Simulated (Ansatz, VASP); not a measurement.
One calculation of TiTe2, two programs

```
Ti Te
1.0
     3.80024    0.00000    0.00000
    -1.90012    3.29111    0.00000
     0.00000    0.00000    6.89807
Ti Te
1 2
Direct
  0.00000 0.00000 0.00000
  0.66667 0.33333 0.24632
  0.33333 0.66667 0.75368
```

Alike in both runs: functional r2SCAN; k mesh 12 × 12 × 8; occupations gaussian, width 0.1 eV; no spin polarisation.

Ansatz relaxed the structure, and its values are those at the end. VASP's run is a single point on that final structure, the one shown.

|  | VASP | Ansatz |
| --- | --- | --- |
| version | VASP 6.6.1 | Ansatz 0.2.0 |
| potentials or method | VASP PAW PBE potentials, release 64 (Ti_sv, Te), cutoff 520 eV | scalar-relativistic, plane waves, PAW |
| valence electrons in the cell | 24 | 44 |

|  | VASP | Ansatz | Ansatz less VASP |
| --- | --- | --- | --- |
| gap on the k mesh at the Fermi level (eV) | none | none | - |
| pressure (GPa) | 0.1 | 0.0 | -0.11 |
| rms of the force components (eV/Å) | 0.008 | 0.000 | -0.0084 |

VASP's potentials were made for PBE, not for r2SCAN. A gap of «none» marks a metal or a gap that the smearing closes. The functional is the same, so the differences come from potentials, cutoffs and numerics. VASP's potentials hold 24 valence electrons a cell and Ansatz's 44, so a difference there can come from the potentials and not from the codes.

Spin-orbit coupling is off throughout.
